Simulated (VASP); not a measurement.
A run of VASP 6.6.1 is set up as follows.

Contents of INCAR:

```
SYSTEM = Ni
PREC = Accurate ; ENCUT = 520
EDIFF = 1E-7 ; ISMEAR = -1
SIGMA = 0.05 ; LREAL = .FALSE.
LASPH = .TRUE. ; NELM = 150
ALGO = Normal ; ISIF = 2
LWAVE = .FALSE. ; LCHARG = .TRUE.
ISPIN = 2 ; MAGMOM = 0.825 0.825
LORBIT = 11 ; LMAXMIX = 4
GGA = B5 ; ALDAX = 1.0
AGGAX = 1.0 ; AGGAC = 1.0
ALDAC = 0.0 ; LELF = .TRUE.
LVHAR = .TRUE. ; NBANDS = 21
```

KPOINTS

```
Automatic mesh
0
G
  17 17 17
  0 0 0
```

POSCAR

```
Ni
1.0
    0.0000000000      2.5948982934      2.5948982934
    2.5948982934      0.0000000000      2.5948982934
    2.5948982934      2.5948982934      0.0000000000
Ni
2
Direct
    0.1250000000      0.1250000000      0.1250000000
    0.8750000000      0.8750000000      0.8750000000
```

Potentials or basis: VASP PAW PBE potentials, release 64 (Ni).

Launch:

```bash
$ cat potpaw_PBE.64/Ni/POTCAR > POTCAR
$ mpirun -np 1 vasp_std > vasp.out
```

(1) Predict the pressure.

(2) Predict the site moments.

(3) Predict the net moment.

Answers

(1) 0.0 GPa.

(2) Ni +0.78 μB.

(3) 1.55 μB per cell.

Caveat: the PAW data sets were made with another functional, which shifts forces and pressure a little.
